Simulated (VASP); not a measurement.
# Sr (Im-3m) in VASP: notebook

Runs on Sr. Level: r2SCAN. Tasks: single point.

Program: VASP 6.6.1. These are calculated values, not measurements. Logs are shortened: lines on timing, memory, paths and dates and some standing lists are left out, and cuts for length are marked.

### 1 The cell of the first run

The structure is cubic, space group Im-3m (No. 229). Conventional cell: a = 4.711 Å, b = 4.711 Å, c = 4.711 Å, α = 90.00°, β = 90.00°, γ = 90.00°. Within 5.4 Å of Sr (site symmetry m-3m) lie 14 Sr at 4.08 to 4.71 Å.

This isn't the form of Sr at room conditions, which is fcc.

### 2 Single point, r2SCAN (52.27 Å³/atom)

POSCAR reads:

```
Sr
1.0
   -2.3553390799      2.3553390799      2.3553390799
    2.3553390799     -2.3553390799      2.3553390799
    2.3553390799      2.3553390799     -2.3553390799
Sr
1
Direct
    0.0000000000      0.0000000000      0.0000000000
```

INCAR.step1 reads:

```
SYSTEM = Sr
ALGO = Normal
EDIFF = 1E-4
ENCUT = 520
GGA = PE
ISMEAR = 0
LASPH = .TRUE.
LCHARG = .FALSE.
LREAL = .FALSE.
LWAVE = .TRUE.
NBANDS = 11
NELM = 80
PREC = Accurate
SIGMA = 0.1
```

INCAR.step2 reads:

```
SYSTEM = Sr
ALGO = Normal
EDIFF = 1E-6
ENCUT = 520
ISIF = 2
ISMEAR = 0
ISTART = 1
LASPH = .TRUE.
LCHARG = .FALSE.
LMIXTAU = .TRUE.
LREAL = .FALSE.
LWAVE = .FALSE.
METAGGA = R2SCAN
NBANDS = 11
NELM = 80
PREC = Accurate
SIGMA = 0.1
```

KPOINTS reads:

```
k-points
0
G
  12 12 12
  0 0 0
```

Potentials or basis: VASP PAW PBE potentials, release 64 (Sr_sv).

The run is started by

```
> cat potpaw_PBE.64/Sr_sv/POTCAR > POTCAR
> cp INCAR.step1 INCAR
> mpirun -np 1 vasp_std > vasp.out
> cp INCAR.step2 INCAR
> mpirun -np 1 vasp_std > vasp.out
```

OUTCAR:

```text
SYSTEM = Sr
   EDIFF = 1E-6
   ENCUT = 520
   ISIF = 2
   ISMEAR = 0
   ISTART = 1
   LASPH = .TRUE.
   LREAL = .FALSE.
   METAGGA = R2SCAN
   NELM = 80
   PREC = Accurate

 ion  position               nearest neighbor table
   1  0.000  0.000  0.000-

  LATTYP: Found a body centered cubic cell.
 ALAT       =     4.7106781598

  Lattice vectors:

 A1 = (  -2.3553390799,   2.3553390799,   2.3553390799)
 A2 = (   2.3553390799,  -2.3553390799,   2.3553390799)
 A3 = (   2.3553390799,   2.3553390799,  -2.3553390799)

Analysis of symmetry for initial positions (statically):
=====================================================================
 Subroutine PRICEL returns:
 Original cell was already a primitive cell.

 Routine SETGRP: Setting up the symmetry group for a
 body centered cubic supercell.

 Subroutine GETGRP returns: Found 48 space group operations
 (whereof 48 operations were pure point group operations)
 out of a pool of 48 trial point group operations.

The static configuration has the point symmetry O_h .

Analysis of symmetry for dynamics (positions and initial velocities):
=====================================================================
 Subroutine PRICEL returns:
 Original cell was already a primitive cell.

 Routine SETGRP: Setting up the symmetry group for a
 body centered cubic supercell.

 Subroutine GETGRP returns: Found 48 space group operations
 (whereof 48 operations were pure point group operations)
 out of a pool of 48 trial point group operations.

The dynamic configuration has the point symmetry O_h .

 Subroutine INISYM returns: Found 48 space group operations
 (whereof 48 operations are pure point group operations),
 and found     1 'primitive' translations

----------------------------------------------------------------------------------------

                                     Primitive cell

  volume of cell :      52.2661

  direct lattice vectors                    reciprocal lattice vectors
    -2.355339080  2.355339080  2.355339080     0.000000000  0.212283660  0.212283660
     2.355339080 -2.355339080  2.355339080     0.212283660  0.000000000  0.212283660
     2.355339080  2.355339080 -2.355339080     0.212283660  0.212283660  0.000000000

  length of vectors
     4.079566955  4.079566955  4.079566955     0.300214431  0.300214431  0.300214431

  position of ions in fractional coordinates (direct lattice)
     0.000000000  0.000000000  0.000000000

  ion indices of the primitive-cell ions
   primitive index   ion index
                 1           1

----------------------------------------------------------------------------------------

 KPOINTS: k-points

Automatic generation of k-mesh.
 Grid dimensions read from file:
 generate k-points for:   12   12   12

 Generating k-lattice:

  Cartesian coordinates                     Fractional coordinates (reciprocal lattice)
     0.000000000  0.017690305  0.017690305     0.083333333  0.000000000  0.000000000
     0.017690305  0.000000000  0.017690305     0.000000000  0.083333333  0.000000000
     0.017690305  0.017690305  0.000000000     0.000000000  0.000000000  0.083333333

  Length of vectors
     0.025017869  0.025017869  0.025017869

  Shift w.r.t. Gamma in fractional coordinates (k-lattice)
     0.000000000  0.000000000  0.000000000

 Subroutine IBZKPT returns following result:
 ===========================================

 Found     72 irreducible k-points:

 Following reciprocal coordinates:
            Coordinates               Weight
  0.000000  0.000000  0.000000      1.000000
  0.083333  0.000000  0.000000     12.000000
  0.166667  0.000000  0.000000     12.000000
  0.250000  0.000000  0.000000     12.000000
  0.333333  0.000000  0.000000     12.000000
  0.416667  0.000000  0.000000     12.000000
[... 16 lines left out ...]
  0.333333  0.083333  0.083333     24.000000
  0.416667  0.083333  0.083333     12.000000
 [... further k-points ...]
   k-points           NKPTS =     72   k-points in BZ     NKDIM =     72   number of bands    NBANDS=     11
   number of dos      NEDOS =    301   number of ions     NIONS =      1
   total plane-waves  NPLWV =  27000
   dimension x,y,z NGX =    30 NGY =   30 NGZ =   30
   dimension x,y,z NGXF=    60 NGYF=   60 NGZF=   60
   ions per type =               1
   NGX,Y,Z   is equivalent  to a cutoff of  12.23, 12.23, 12.23 a.u.
   NGXF,Y,Z  is equivalent  to a cutoff of  24.45, 24.45, 24.45 a.u.
 SYSTEM =  Sr
   PREC   = accura    normal or accurate (medium, high low for compatibility)
   ISTART =      1    job   : 0-new  1-cont  2-samecut
   ICHARG =      0    charge: 1-file 2-atom 10-const
   ISPIN  =      1    spin polarized calculation?
   LNONCOLLINEAR =      F non collinear calculations
   LSORBIT =      F    spin-orbit coupling
   LASPH  =      T    aspherical Exc in radial PAW
   ENCUT  =  520.0 eV  38.22 Ry    6.18 a.u.   7.59  7.59  7.59*2*pi/ulx,y,z
   NELM   =     80;   NELMIN=  2; NELMDL=  0     # of ELM steps
   EDIFF  = 0.1E-05   stopping-criterion for ELM
   LREAL  =      F    real-space projection
   EDIFFG = 0.1E-04   stopping-criterion for IOM
   NSW    =      0    number of steps for IOM
   IBRION =     -1    ionic relax: 0-MD 1-quasi-New 2-CG
   NFREE  =      0    steps in history (QN), initial steepest desc. (CG)
   ISIF   =      2    stress and relaxation
   ISYM   =      2    0-nonsym 1-usesym 2-fastsym
   POTIM  = 0.5000    time-step for ionic-motion
   TEBEG  =    0.0;   TEEND  =   0.0 temperature during run
   PSTRESS=    0.0 pullay stress
   NELECT =      10.0000    total number of electrons
   NUPDOWN=      -1.0000    fix difference up-down
   EMIN   =  10.00;   EMAX   =-10.00  energy-range for DOS
   EFERMI =   0.00;   METHOD = LEGACY
   ISMEAR =     0;   SIGMA  =   0.10  broadening in eV -4-tet -1-fermi 0-gaus
   EFERMI_NEDOS =   21; number of points for ismear=-14 and -15
   IALGO  =     38    algorithm
   IMIX   =      4    mixing-type and parameters
     AMIX     =   0.40;   BMIX     =  1.00
     AMIX_MAG =   1.60;   BMIX_MAG =  1.00
  volume/ion in A,a.u.               =      52.27       352.71
  Fermi-wavevector in a.u.,A,eV,Ry     =   0.943340  1.782653 12.107683  0.889890
  Thomas-Fermi vector in A             =   2.071037
   LORBIT       =      0    0 simple, 1 ext, 2 COOP (PROOUT), +10 PAW based schemes
   METAGGA = R2SCAN    functional components
   LHFCALC =     F    Hartree Fock is set to
   AEXX    =    0.0000 exact exchange contribution
   IVDW    =     0    specifies the selected vdW correction
   LEPSILON=     F    determine dielectric tensor
   LRPA    =     F    only Hartree local field effects (RPA)
 non-spin polarized calculation
 Gauss-broadening in eV      SIGMA  =   0.10
  energy-cutoff  :      520.00
  volume of cell :       52.27
 maximum number of plane-waves:      1441
   NGX = 15   NGY = 15   NGZ = 15

 number of electron      10.0000000 magnetization

 Free energy of the ion-electron system (eV)
  ---------------------------------------------------
  ext. energy  EPLUGINS =         0.00000000
  ---------------------------------------------------
  free energy    TOTEN  =       -15.08380383 eV

  energy without entropy =      -15.07738990  energy(sigma->0) =      -15.08059686

 E-fermi :   1.8125     XC(G=0):  -7.9437

 val. band max:        1.8092897546   @ k =  -0.4167  -0.4167   0.2500
 cond. band min:       1.8341476372   @ k =   0.3333   0.2500   0.0833
 fundamental gap:      0.0248578825
 Fermi energy:         1.8124830975

 k-point     1 :       0.0000    0.0000    0.0000
  band No.  band energies     occupation
      1     -36.1206      2.00000
      2     -17.3710      2.00000
      3     -17.3710      2.00000
      4     -17.3710      2.00000
      5      -2.1045      2.00000
      6       4.6127      0.00000
      7       4.6127      0.00000
      8       4.6127      0.00000
      9       6.0049      0.00000
     10       6.0049      0.00000
     11      10.5332      0.00000

 k-point     2 :       0.0833    0.0000    0.0000
  band No.  band energies     occupation
      1     -36.1193      2.00000
      2     -17.3880      2.00000
      3     -17.3763      2.00000
      4     -17.3710      2.00000
      5      -1.9739      2.00000
      6       4.4866      0.00000
      7       4.5167      0.00000
      8       4.7384      0.00000
      9       5.8216      0.00000
     10       5.9935      0.00000
     11      10.6754      0.00000

 k-point     3 :       0.1667    0.0000    0.0000
  band No.  band energies     occupation
      1     -36.1155      2.00000
      2     -17.4338      2.00000
      3     -17.3908      2.00000
      4     -17.3712      2.00000
      5      -1.5954      2.00000
      6       4.1085      0.00000
      7       4.1815      0.00000
      8       5.1100      0.00000
      9       5.6657      0.00000
     10       5.9898      0.00000
     11      10.8554      0.00000

 k-point     4 :       0.2500    0.0000    0.0000
  band No.  band energies     occupation
      1     -36.1103      2.00000
      2     -17.4955      2.00000
      3     -17.4105      2.00000
      4     -17.3714      2.00000
      5      -1.0093      2.00000
      6       3.4673      0.00000
      7       3.8306      0.00000
      8       5.7102      0.00000
      9       5.7599      0.00000
     10       6.0516      0.00000
     11      10.3945      0.00000
[... 239 lines left out ...]
 k-point    22 :       0.2500    0.0833    0.0833
  band No.  band energies     occupation
      1     -36.1042      2.00000
      2     -17.5576      2.00000
      3     -17.4310      2.00000
      4     -17.3860      2.00000
      5      -0.0656      2.00000
      6       2.7861      0.00000
      7       3.2450      0.00000
      8       6.0387      0.00000
      9       6.3264      0.00000
     10       6.7509      0.00000
     11       9.2938      0.00000

 k-point    23 :       0.3333    0.0833    0.0833
  band No.  band energies     occupation
      1     -36.1008      2.00000
      2     -17.5876      2.00000
      3     -17.4520      2.00000
      4     -17.3871      2.00000
      5       0.6626      2.00000
      6       2.2948      0.00000
      7       3.0782      0.00000
      8       6.0639      0.00000
      9       6.5117      0.00000
     10       7.4527      0.00000
     11       8.4533      0.00000

 k-point    24 :       0.4167    0.0833    0.0833
  band No.  band energies     occupation
      1     -36.0996      2.00000
      2     -17.5982      2.00000
      3     -17.4599      2.00000
      4     -17.3875      2.00000
      5       1.0758      2.00000
      6       2.0023      0.00726
      7       3.0219      0.00000
      8       6.0139      0.00000
      9       6.6014      0.00000
     10       7.9070      0.00000
     11       8.0929      0.00000

 [... further k-points ...]

------------------------ aborting loop because EDIFF is reached ----------------------------------------

  FORCE on cell =-STRESS in cart. coord.  units (eV):
  Direction    XX          YY          ZZ          XY          YZ          ZX
  --------------------------------------------------------------------------------------
  -------------------------------------------------------------------------------------
  Total        0.2466341      0.2466341      0.2466341      0.0000000      0.0000000      0.0000000
  in kB        7.5603752      7.5603752      7.5603752      0.0000000      0.0000000      0.0000000
  external PRESSURE =       7.5603752 kB  Pullay stress =       0.0000000 kB

 VOLUME and BASIS-vectors are now :
 -----------------------------------------------------------------------------
  energy-cutoff  :      520.00
  volume of cell :       52.27
      direct lattice vectors                 reciprocal lattice vectors
    -2.355339080  2.355339080  2.355339080     0.000000000  0.212283660  0.212283660
     2.355339080 -2.355339080  2.355339080     0.212283660  0.000000000  0.212283660
     2.355339080  2.355339080 -2.355339080     0.212283660  0.212283660  0.000000000

 POSITION                                       TOTAL-FORCE (eV/Angst)
 -----------------------------------------------------------------------------------
      0.00000      0.00000      0.00000         0.000000      0.000000      0.000000
 -----------------------------------------------------------------------------------
    total drift:                               -0.000000     -0.000000      0.000000

  FREE ENERGIE OF THE ION-ELECTRON SYSTEM (eV)
  ---------------------------------------------------
  free  energy   TOTEN  =       -15.0838038273 eV

  energy  without entropy=      -15.0773898993  energy(sigma->0) =      -15.08059686
```

It took 85 s on 1 thread of Intel Xeon Platinum 8375C at 2.90GHz (Ice Lake), shared host; peak memory 0.19 GiB.

Results:

| Property | Result |
| --- | --- |
| Free energy | -15.0838 eV |
| Pressure | 0.8 GPa |
| Band gap on the k mesh | zero (bands 5 and 6 overlap by 0.60 eV) |

Caveat: the PAW data sets were made with another functional, which shifts forces and pressure a little.

### 3 Single point, r2SCAN (53.93 Å³/atom)

This run uses another cell than the first one, of 53.93 Å³/atom.

POSCAR reads:

```
Sr
1.0
   -2.3801339449      2.3801339449      2.3801339449
    2.3801339449     -2.3801339449      2.3801339449
    2.3801339449      2.3801339449     -2.3801339449
Sr
1
Direct
    0.0000000000      0.0000000000      0.0000000000
```

INCAR.step1: that of step 2 with these lines changed.

```diff
@@ -11,3 +11,3 @@
 NBANDS = 11
-NELM = 80
+NELM = 100
 PREC = Accurate
```

INCAR.step2: that of step 2 with these lines changed.

```diff
@@ -14,3 +14,3 @@
 NBANDS = 11
-NELM = 80
+NELM = 100
 PREC = Accurate
```

KPOINTS is that of step 2.

Potentials or basis: VASP PAW PBE potentials, release 64 (Sr_sv).

The run is started by

```
> cat potpaw_PBE.64/Sr_sv/POTCAR > POTCAR
> cp INCAR.step1 INCAR
> mpirun -np 1 vasp_std > vasp.out
> cp INCAR.step2 INCAR
> mpirun -np 1 vasp_std > vasp.out
```

Wall time 66 s (1 thread of Intel Xeon Platinum 8375C at 2.90GHz (Ice Lake), shared host); peak memory 0.2 GiB.

Results (log left out):

| Item | Value |
| --- | --- |
| Free energy | -15.0896 eV |
| Pressure | 0.4 GPa |
| Band gap on the k mesh | zero (bands 5 and 6 overlap by 0.53 eV) |

Levels at points of the mesh, in eV from the Fermi level:
```tsv
k point	band 2	band 3	band 4	band 5	band 6	band 7	band 8	band 9
(0.00, 0.00, 0.00)	-19.26	-19.26	-19.26	-3.88	2.75	2.75	2.75	4.11
(0.50, 0.00, 0.00)	-19.48	-19.33	-19.26	-0.99	0.14	1.45	3.99	4.66
(0.50, 0.50, 0.50)	-19.41	-19.41	-19.41	-0.16	-0.16	3.95	3.95	3.95
```

Caveat: the PAW data sets were made with another functional, which shifts forces and pressure a little.

(Part 1 of 2 ends here.)
